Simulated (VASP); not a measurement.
# CsBr (R-3m) in VASP: further runs

The runs below take CsBr through single point, with HSE06, r2SCAN.

All numbers are computed with VASP 6.6.1; they aren't measurements. Logs are shortened: lines on timing, memory, paths and dates and some standing lists are left out, and cuts for length are marked.

## 1. The cell of the first run

Symmetry: R-3m, No. 166, trigonal system. Conventional cell: a = 6.109 Å, b = 6.109 Å, c = 7.432 Å, α = 90.00°, β = 90.00°, γ = 120.00°. Within 4.9 Å of Cs (site symmetry -3m) lie 8 Br at 3.72 to 3.74 Å and 6 Cs at 4.31 Å. Within 4.9 Å of Br (site symmetry -3m) lie 8 Cs at 3.72 to 3.74 Å and 6 Br at 4.31 Å.

## 2. Single point, HSE06 (strain along [111] -0.7%)

Contents of POSCAR:

```
CsBr
1.0
    4.3098752850     -0.0095026314     -0.0095026314
   -0.0095026314      4.3098752850     -0.0095026314
   -0.0095026314     -0.0095026314      4.3098752850
Cs Br
1 1
Direct
    0.0000000000      0.0000000000      0.0000000000
    0.5000000000      0.5000000000      0.5000000000
```

Contents of INCAR.step1:

```
  PREC = Accurate
  ENCUT = 520
  EDIFF = 1E-5
  ISMEAR = 0
  SIGMA = 0.01
  LREAL = False
  LASPH = True
  NELM = 100
  ALGO = Normal
  ISIF = 2
  LWAVE = True
  GGA = PE
  NBANDS = 15
```

Contents of INCAR.step2:

```
  PREC = Accurate
  ENCUT = 520
  EDIFF = 1E-6
  ISMEAR = 0
  SIGMA = 0.01
  LREAL = False
  LASPH = True
  NELM = 100
  ALGO = Normal
  ISIF = 2
  LWAVE = False
  LCHARG = True
  GGA = PE
  LHFCALC = True
  HFSCREEN = 0.2079
  PRECFOCK = Normal
  LELF = True
  LVHAR = True
  ISTART = 1
  NBANDS = 15
```

Contents of KPOINTS:

```
regular mesh
0
Gamma
  4 4 4
```

Potentials or basis: VASP PAW PBE potentials, release 64 (Cs_sv, Br).

Started as:

```console
cat potpaw_PBE.64/Cs_sv/POTCAR potpaw_PBE.64/Br/POTCAR > POTCAR
cp INCAR.step1 INCAR
mpirun -np 1 vasp_std > vasp.out
cp INCAR.step2 INCAR
mpirun -np 1 vasp_std > vasp.out
```

OUTCAR:

```text
PREC = Accurate
   ENCUT = 520
   EDIFF = 1E-6
   ISMEAR = 0
   LREAL = False
   LASPH = True
   NELM = 100
   ISIF = 2
   GGA = PE
   LHFCALC = True
   HFSCREEN = 0.2079
   PRECFOCK = Normal
   ISTART = 1

 ion  position               nearest neighbor table
   1  0.000  0.000  0.000-
   2  0.500  0.500  0.500-

  LATTYP: Found a trigonal (rhomboedric) cell.
 ALAT       =     4.3098962368
 COS(alpha) =    -0.0044047971

  Lattice vectors:

 A1 = (   4.3098752850,  -0.0095026314,  -0.0095026314)
 A2 = (  -0.0095026314,   4.3098752850,  -0.0095026314)
 A3 = (  -0.0095026314,  -0.0095026314,   4.3098752850)

Analysis of symmetry for initial positions (statically):
=====================================================================
 Subroutine PRICEL returns:
 Original cell was already a primitive cell.

 Routine SETGRP: Setting up the symmetry group for a
 trigonal (rhombohedral) supercell.

 Subroutine GETGRP returns: Found 12 space group operations
 (whereof 12 operations were pure point group operations)
 out of a pool of 12 trial point group operations.

The static configuration has the point symmetry D_3d.

Analysis of symmetry for dynamics (positions and initial velocities):
=====================================================================
 Subroutine PRICEL returns:
 Original cell was already a primitive cell.

 Routine SETGRP: Setting up the symmetry group for a
 trigonal (rhombohedral) supercell.

 Subroutine GETGRP returns: Found 12 space group operations
 (whereof 12 operations were pure point group operations)
 out of a pool of 12 trial point group operations.

The dynamic configuration has the point symmetry D_3d.

 Subroutine INISYM returns: Found 12 space group operations
 (whereof 12 operations are pure point group operations),
 and found     1 'primitive' translations

----------------------------------------------------------------------------------------

                                     Primitive cell

  volume of cell :      80.0549

  direct lattice vectors                    reciprocal lattice vectors
     4.309875285 -0.009502631 -0.009502631     0.232027536  0.000512717  0.000512717
    -0.009502631  4.309875285 -0.009502631     0.000512717  0.232027536  0.000512717
    -0.009502631 -0.009502631  4.309875285     0.000512717  0.000512717  0.232027536

  length of vectors
     4.309896237  4.309896237  4.309896237     0.232028669  0.232028669  0.232028669

  position of ions in fractional coordinates (direct lattice)
     0.000000000  0.000000000  0.000000000
     0.500000000  0.500000000  0.500000000

  ion indices of the primitive-cell ions
   primitive index   ion index
                 1           1
                 2           2

----------------------------------------------------------------------------------------

 KPOINTS: regular mesh

Automatic generation of k-mesh.
 Grid dimensions read from file:
 generate k-points for:    4    4    4

 Generating k-lattice:

  Cartesian coordinates                     Fractional coordinates (reciprocal lattice)
     0.058006884  0.000128179  0.000128179     0.250000000 -0.000000000 -0.000000000
     0.000128179  0.058006884  0.000128179    -0.000000000  0.250000000 -0.000000000
     0.000128179  0.000128179  0.058006884    -0.000000000 -0.000000000  0.250000000

  Length of vectors
     0.058007167  0.058007167  0.058007167

  Shift w.r.t. Gamma in fractional coordinates (k-lattice)
     0.000000000  0.000000000  0.000000000

 Subroutine IBZKPT returns following result:
 ===========================================

 Found     13 irreducible k-points:

 Following reciprocal coordinates:
            Coordinates               Weight
  0.000000  0.000000  0.000000      1.000000
  0.250000 -0.000000  0.000000      6.000000
  0.500000 -0.000000  0.000000      3.000000
  0.250000  0.250000  0.000000      6.000000
  0.500000  0.250000 -0.000000     12.000000
 -0.250000  0.250000  0.000000      6.000000
  0.500000  0.500000  0.000000      3.000000
  0.250000  0.250000  0.250000      2.000000
  0.500000  0.250000  0.250000      6.000000
 -0.250000  0.250000  0.250000      6.000000
  0.500000  0.500000  0.250000      6.000000
 -0.250000  0.500000  0.250000      6.000000
  0.500000  0.500000  0.500000      1.000000
   k-points           NKPTS =     13   k-points in BZ     NKDIM =     64   number of bands    NBANDS=     15
   number of dos      NEDOS =    301   number of ions     NIONS =      2
   total plane-waves  NPLWV =  32768
   dimension x,y,z NGX =    32 NGY =   32 NGZ =   32
   dimension x,y,z NGXF=    64 NGYF=   64 NGZF=   64
   ions per type =               1   1
   NGX,Y,Z   is equivalent  to a cutoff of  12.34, 12.34, 12.34 a.u.
   NGXF,Y,Z  is equivalent  to a cutoff of  24.69, 24.69, 24.69 a.u.
 SYSTEM =  unknown system
   PREC   = accura    normal or accurate (medium, high low for compatibility)
   ISTART =      1    job   : 0-new  1-cont  2-samecut
   ICHARG =      0    charge: 1-file 2-atom 10-const
   ISPIN  =      1    spin polarized calculation?
   LNONCOLLINEAR =      F non collinear calculations
   LSORBIT =      F    spin-orbit coupling
   LASPH  =      T    aspherical Exc in radial PAW
   ENCUT  =  520.0 eV  38.22 Ry    6.18 a.u.   8.01  8.01  8.01*2*pi/ulx,y,z
   NELM   =    100;   NELMIN=  2; NELMDL=  0     # of ELM steps
   EDIFF  = 0.1E-05   stopping-criterion for ELM
   LREAL  =      F    real-space projection
   EDIFFG = 0.1E-04   stopping-criterion for IOM
   NSW    =      0    number of steps for IOM
   IBRION =     -1    ionic relax: 0-MD 1-quasi-New 2-CG
   NFREE  =      0    steps in history (QN), initial steepest desc. (CG)
   ISIF   =      2    stress and relaxation
   ISYM   =      3    0-nonsym 1-usesym 2-fastsym
   POTIM  = 0.5000    time-step for ionic-motion
   TEBEG  =    0.0;   TEEND  =   0.0 temperature during run
   PSTRESS=    0.0 pullay stress
   NELECT =      16.0000    total number of electrons
   NUPDOWN=      -1.0000    fix difference up-down
   EMIN   =  10.00;   EMAX   =-10.00  energy-range for DOS
   EFERMI =   0.00;   METHOD = LEGACY
   ISMEAR =     0;   SIGMA  =   0.01  broadening in eV -4-tet -1-fermi 0-gaus
   EFERMI_NEDOS =   21; number of points for ismear=-14 and -15
   IALGO  =     38    algorithm
   IMIX   =      1    mixing-type and parameters
     AMIX     =   0.40;   BMIX     =  1.00
     AMIX_MAG =   1.60;   BMIX_MAG =  1.00
  volume/ion in A,a.u.               =      40.03       270.12
  Fermi-wavevector in a.u.,A,eV,Ry     =   0.957162  1.808774 12.465108  0.916160
  Thomas-Fermi vector in A             =   2.086156
   LORBIT       =      0    0 simple, 1 ext, 2 COOP (PROOUT), +10 PAW based schemes
   GGA     = PE    functional components
   LHFCALC =     T    Hartree Fock is set to
   PRECFOCK=normal    Normal, Fast or Accurate (Low or Medium for compatibility)
   ENCUT4O =  -1.0   cutoff for four orbital integrals eV
   NKREDX  =     1    reduce k-point grid by
   NKREDY  =     1    reduce k-point grid by
   NKREDZ  =     1    reduce k-point grid by
   AEXX    =    0.2500 exact exchange contribution
   HFSCREEN=    0.2079 screening length (either q_TF or 0.3 A-1)
   HFSCREENC=   0.2079 screening length for correlation (either q_TF or 0.3 A-1)
   ENCUTFOCK=  -1.0 apply spherical cutoff to Coloumb kernel
   IVDW    =     0    specifies the selected vdW correction
   LEPSILON=     F    determine dielectric tensor
   LRPA    =     F    only Hartree local field effects (RPA)
 non-spin polarized calculation
 Gauss-broadening in eV      SIGMA  =   0.01
  energy-cutoff  :      520.00
  volume of cell :       80.05
 maximum number of plane-waves:      2176
  NGX = 28; NGY = 28; NGZ = 28

 number of electron      16.0000000 magnetization

 Free energy of the ion-electron system (eV)
  ---------------------------------------------------
  ext. energy  EPLUGINS =         0.00000000
  ---------------------------------------------------
  free energy    TOTEN  =        -6.99648824 eV

  energy without entropy =       -6.99648824  energy(sigma->0) =       -6.99648824

 E-fermi :  -1.1334     XC(G=0):  -6.6928

 val. band max:       -1.2241082204   @ k =   0.5000   0.5000   0.0000
 cond. band min:       4.4016870735   @ k =   0.0000   0.0000   0.0000
 fundamental gap:      5.6257952939
 Fermi energy:        -1.1334334320

 k-point     1 :       0.0000    0.0000    0.0000
  band No.  band energies     occupation
      1     -22.3479      2.00000
      2     -14.6098      2.00000
      3      -7.9353      2.00000
      4      -7.9292      2.00000
      5      -7.9292      2.00000
      6      -1.2282      2.00000
      7      -1.2282      2.00000
      8      -1.2256      2.00000
      9       4.4017      0.00000
     10       4.8519      0.00000
     11       4.8519      0.00000
     12       9.2311      0.00000
     13       9.2714      0.00000
     14       9.2714      0.00000
     15      12.2116      0.00000

 k-point     2 :       0.2500   -0.0000    0.0000
  band No.  band energies     occupation
      1     -22.3200      2.00000
      2     -14.6157      2.00000
      3      -8.1290      2.00000
      4      -7.8777      2.00000
      5      -7.8750      2.00000
      6      -1.9808      2.00000
      7      -1.3305      2.00000
      8      -1.3240      2.00000
      9       5.2588      0.00000
     10       5.7106      0.00000
     11       6.1333      0.00000
     12       8.9956      0.00000
     13       9.0077      0.00000
     14       9.5804      0.00000
     15       9.8802      0.00000
[... 167 lines left out ...]
      3      -8.4179      2.00000
      4      -8.1680      2.00000
      5      -8.0836      2.00000
      6      -2.1475      2.00000
      7      -1.9732      2.00000
      8      -1.5673      2.00000
      9       6.5538      0.00000
     10       6.7660      0.00000
     11       7.1290      0.00000
     12       8.1044      0.00000
     13       8.7339      0.00000
     14       9.5683      0.00000
     15      11.7718      0.00000

 k-point    13 :       0.5000    0.5000    0.5000
  band No.  band energies     occupation
      1     -22.1991      2.00000
      2     -14.4145      2.00000
      3      -8.3323      2.00000
      4      -8.3323      2.00000
      5      -8.3256      2.00000
      6      -2.4292      2.00000
      7      -2.4279      2.00000
      8      -2.4279      2.00000
      9       8.3617      0.00000
     10       8.3617      0.00000
     11       8.4255      0.00000
     12       9.0961      0.00000
     13       9.0961      0.00000
     14       9.1648      0.00000
     15      11.6055      0.00000

------------------------ aborting loop because EDIFF is reached ----------------------------------------

  FORCE on cell =-STRESS in cart. coord.  units (eV):
  Direction    XX          YY          ZZ          XY          YZ          ZX
  --------------------------------------------------------------------------------------
  -------------------------------------------------------------------------------------
  Total        0.2412696      0.2412696      0.2412696      0.0161388      0.0161388      0.0161388
  in kB        4.8286473      4.8286473      4.8286473      0.3229944      0.3229944      0.3229944
  external PRESSURE =       4.8286473 kB  Pullay stress =       0.0000000 kB

 VOLUME and BASIS-vectors are now :
 -----------------------------------------------------------------------------
  energy-cutoff  :      520.00
  volume of cell :       80.05
      direct lattice vectors                 reciprocal lattice vectors
     4.309875285 -0.009502631 -0.009502631     0.232027536  0.000512717  0.000512717
    -0.009502631  4.309875285 -0.009502631     0.000512717  0.232027536  0.000512717
    -0.009502631 -0.009502631  4.309875285     0.000512717  0.000512717  0.232027536

 POSITION                                       TOTAL-FORCE (eV/Angst)
 -----------------------------------------------------------------------------------
      0.00000      0.00000      0.00000        -0.000000      0.000000      0.000000
      2.14544      2.14544      2.14544         0.000000     -0.000000     -0.000000
 -----------------------------------------------------------------------------------
    total drift:                                0.000000      0.000002      0.000000

  FREE ENERGIE OF THE ION-ELECTRON SYSTEM (eV)
  ---------------------------------------------------
  free  energy   TOTEN  =        -6.9964882428 eV

  energy  without entropy=       -6.9964882428  energy(sigma->0) =       -6.99648824
```

It took 14 min on 1 thread of Intel Xeon Platinum 8259CL at 2.50GHz (Skylake/Cascade Lake), shared host; peak memory 0.31 GiB.

Results:

```yaml
Free_energy: -6.9965 eV
Pressure: 0.5 GPa
Band_gap_on_the_k_mesh: 5.63 eV
```

Levels at points of the mesh, in eV from the valence-band top:
```tsv
k point	band 6	band 7	band 8	band 9	band 10	band 11
(0.00, 0.00, 0.00)	0.00	0.00	0.00	5.63	6.08	6.08
(0.50, 0.00, 0.00)	-1.35	-0.21	-0.20	7.15	8.50	8.91
(0.50, 0.50, 0.00)	-0.62	-0.61	0.00	6.42	6.68	8.49
(0.50, 0.50, 0.50)	-1.21	-1.20	-1.20	9.59	9.59	9.65
```

Caveat: the cell differs from its parent crystal (strain along [111] -0.7%); the PAW data sets were made with another functional, which shifts forces and pressure a little; spin-orbit coupling is left out, which moves the levels of the heavy elements.

(Part 1 of 2 ends here.)
